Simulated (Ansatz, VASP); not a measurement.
One calculation of Ir4W, two programs

Contents of INCAR:

```
SYSTEM = Ir4W
PREC = Accurate
ENCUT = 600
EDIFF = 1E-7
ISMEAR = 0
SIGMA = 0.2
LREAL = .FALSE.
LASPH = .TRUE.
NELM = 80
ALGO = Normal
ISIF = 3
LWAVE = .FALSE.
LCHARG = .FALSE.
GGA = PE
IBRION = 2
NSW = 36
EDIFFG = -0.08
```

File KPOINTS:

```
regular mesh
0
G
  4 4 3
  0 0 0
```

POSCAR

```
Ir4W
1.0
    2.3587945400     -3.1658485300      0.0000000000
    2.3587945400      3.1658485300      0.0000000000
    0.0000000000      0.0000000000      5.4611324300
Ir W
4 1
Direct
    0.0000000000      0.5000000000      0.2740467000
    0.5000000000      0.0000000000      0.7259533000
    0.0000000000      0.5000000000      0.7259533000
    0.5000000000      0.0000000000      0.2740467000
    0.0000000000      0.0000000000      0.5000000000
```

Input for Ansatz:

```yaml
crystal:
  lattice:
    - [2.35879454, -3.16584853, 0.0]
    - [2.35879454, 3.16584853, 0.0]
    - [0.0, 0.0, 5.46113243]
  atoms:
    - { symbol: Ir, position: [0.0, 0.5, 0.2740467] }
    - { symbol: Ir, position: [0.5, 0.0, 0.7259533] }
    - { symbol: Ir, position: [0.0, 0.5, 0.7259533] }
    - { symbol: Ir, position: [0.5, 0.0, 0.2740467] }
    - { symbol: W, position: [0.0, 0.0, 0.5] }
basis:
  ecutwfc: 420
kpoints:
  mp_grid: { grid: [4, 4, 3] }
hamiltonian:
  xc: pbe
scf:
  occupations: { method: gaussian, width: 0.2 }
  lower_state_search: "off"
output:
  forces: true
  stress: true
  eigenvalues: true
relax:
  adjacent_minimum: "off"
  f_tol: 0.08
  max_steps: 16
  cell: { stress_tol: 0.8 }
```

Alike in both runs: task relaxation of cell and atoms; functional PBE; k mesh 4 × 4 × 3; occupations gaussian, width 0.2 eV; no spin polarisation.

|  | VASP | Ansatz |
| --- | --- | --- |
| version | VASP 6.6.1 | Ansatz 0.2.0 |
| potentials or method | VASP PAW PBE potentials, release 64 (Ir, W_sv), cutoff 600 eV | scalar-relativistic, plane waves, PAW |
| valence electrons in the cell | 50 | 82 |

VASP gave:

```
gap on the k mesh at the Fermi level, each at its own relaxed structure (eV) : none
relaxed volume (Å³/atom)                                                     : 17.72
relaxed cell length with the largest relative difference (Å)                 : 5.817
```

Question: What did Ansatz give for the same quantities?

Answer: gap on the k mesh at the Fermi level, each at its own relaxed structure (eV): none; relaxed volume (Å³/atom): 17.69; relaxed cell length with the largest relative difference (Å): 5.827.

A gap of «none» marks a metal or a gap that the smearing closes. VASP's potentials hold 50 valence electrons a cell and Ansatz's 82, so a difference there can come from the potentials and not from the codes.

The k mesh is coarse, so the values compare programs but aren't converged. Spin-orbit coupling is off throughout.
